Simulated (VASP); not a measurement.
A run of VASP 6.6.1:

The input INCAR:

```
  PREC = Accurate
  ENCUT = 520
  EDIFF = 1E-6
  ISMEAR = -1
  SIGMA = 0.05
  LREAL = F
  LASPH = T
  NELM = 100
  ALGO = Normal
  ISIF = 2
  LWAVE = F
  LCHARG = F
  GGA = PS
  NBANDS = 16
```

The input KPOINTS:

```
Automatic mesh
0
Gamma
  10 10 8
```

Contents of POSCAR:

```
ZrB2
1.0
    3.1166471749      0.0000000000      0.0000000000
   -1.5583235874      2.6990956281      0.0000000000
    0.0000000000      0.0000000000      3.4627844628
Zr B
1 2
Direct
    0.0000000000      0.0000000000      0.0000000000
    0.6666666667      0.3333333333      0.5000000000
    0.3333333333      0.6666666667      0.5000000000
```

Potentials or basis: VASP PAW PBE potentials, release 64 (Zr_sv, B).

The run is started by

```sh
$ cat potpaw_PBE.64/Zr_sv/POTCAR potpaw_PBE.64/B/POTCAR > POTCAR
$ mpirun -np 1 vasp_std > vasp.out
```

Hardware: 1 thread of Intel Xeon 8259CL, with other jobs on the host.

**Question.** How long does it take, and how much memory?

**Answer.** Wall time 41 s on 1 thread of Intel Xeon 8259CL, on a shared host, peak memory 0.16 GiB. Counts: scf iterations 13, k points 70.
